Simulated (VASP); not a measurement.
Set up this calculation in VASP 6.6.1, as the native input.

```
Task                   : single point
Functional             : PBEsol
Potentials or basis    : VASP PAW PBE potentials, release 64 (Na_pv, Cl)
Cutoff                 : 520 eV
k mesh                 : 6 × 6 × 6
Occupations            : gaussian, width 0.02 eV
Spin                   : no spin polarisation
Dipole correction      : no
Further INCAR settings : ALGO = Normal; EDIFF = 1e-06; NBANDS = 14
```

The structure of NaCl lies in POSCAR:

```
NaCl
1.0
    3.3829054086      0.0000000000      0.0000000000
    0.0000000000      3.3829054086      0.0000000000
    0.0000000000      0.0000000000      3.3829054086
Na Cl
1 1
Direct
    0.0000000000      0.0000000000      0.0000000000
    0.5000000000      0.5000000000      0.5000000000
```

This cell differs from its parent crystal: strained.

One way to write it, as run:

INCAR

```
SYSTEM = NaCl
PREC     = Accurate       ! precision mode
ENCUT    = 520            ! plane-wave cutoff, eV
EDIFF    = 1E-6           ! SCF threshold, eV
ISMEAR   = 0              ! smearing method
SIGMA    = 0.02           ! smearing width, eV
LREAL    = .FALSE.        ! projectors in reciprocal space
LASPH    = .TRUE.         ! aspherical terms in the spheres
NELM     = 60             ! most SCF steps
ALGO     = Normal         ! electronic algorithm
ISIF     = 2              ! what is computed and relaxed
LWAVE    = .FALSE.        ! write WAVECAR
LCHARG   = .FALSE.        ! write CHGCAR
GGA      = PS             ! functional
NBANDS   = 14             ! bands
```

KPOINTS

```
Automatic mesh
0
G
  6 6 6
  0 0 0
```

Potentials or basis: VASP PAW PBE potentials, release 64 (Na_pv, Cl).

Run with:

```sh
$ cat potpaw_PBE.64/Na_pv/POTCAR potpaw_PBE.64/Cl/POTCAR > POTCAR
$ mpirun -np 1 vasp_std > vasp.out
```

Results of the run:

```yaml
Pressure: 1.9 GPa
Band_gap_on_the_k_mesh: 4.19 eV, indirect (least direct gap 4.79 eV)
```

Caveat: the cell differs from its parent crystal (strained); the PAW data sets were made with another functional, which shifts forces and pressure a little.

Wall time 6.8 s on 1 thread of Intel(R) Xeon(R) Platinum 8488C (Sapphire Rapids), on a shared host, peak memory 0.15 GiB.
